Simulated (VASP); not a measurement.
Crystal: Cd.

```
Cd
1.0
     2.97887    0.00000    0.00000
    -1.48944    2.57978    0.00000
     0.00000    0.00000    5.61765
Cd
2
Direct
  0.33333 0.66667 0.25000
  0.66667 0.33333 0.75000
```

* Program: VASP 6.6.1
* Task: relaxation of cell and atoms
* Functional: PBEsol
* Potentials or basis: VASP PAW PBE potentials, release 64 (Cd)
* Cutoff: 600 eV
* k mesh: 17 × 17 × 8
* Occupations: fermi-dirac, width 0.05 eV
* Spin: no spin polarisation

At the start: pressure -1.3 GPa; volume 21.59 Å³/atom.

Task: How do energy, volume and symmetry change on relaxing?

Result: Over 5 steps the energy falls by 2.3 meV/atom and the volume is 21.04 Å³/atom (-2.5 %); space group P6_3/mmc (No. 194, to 0.1 Å) before and after.

Step by step:
```
step  energy change (eV)  largest force (eV/Å)  pressure (GPa)  volume (Å³)
   1              0.0000                0.0000           -1.25        43.17
   2             -0.0039                0.0000            0.15        42.12
   3             -0.0039                0.0000            0.03        42.21
   4             -0.0044                0.0000            0.03        42.16
   5             -0.0047                0.0000            0.03        42.09
```

Final structure:
```yaml
crystal:
  lattice:
    - [2.96620, 0.00000, 0.00000]
    - [-1.48310, 2.56880, 0.00000]
    - [0.00000, 0.00000, 5.52387]
  atoms:
    - { symbol: Cd, position: [0.33333, 0.66667, 0.25000] }
    - { symbol: Cd, position: [0.66667, 0.33333, 0.75000] }
```

Caveat: the PAW data sets were made with another functional, which shifts forces and pressure a little.
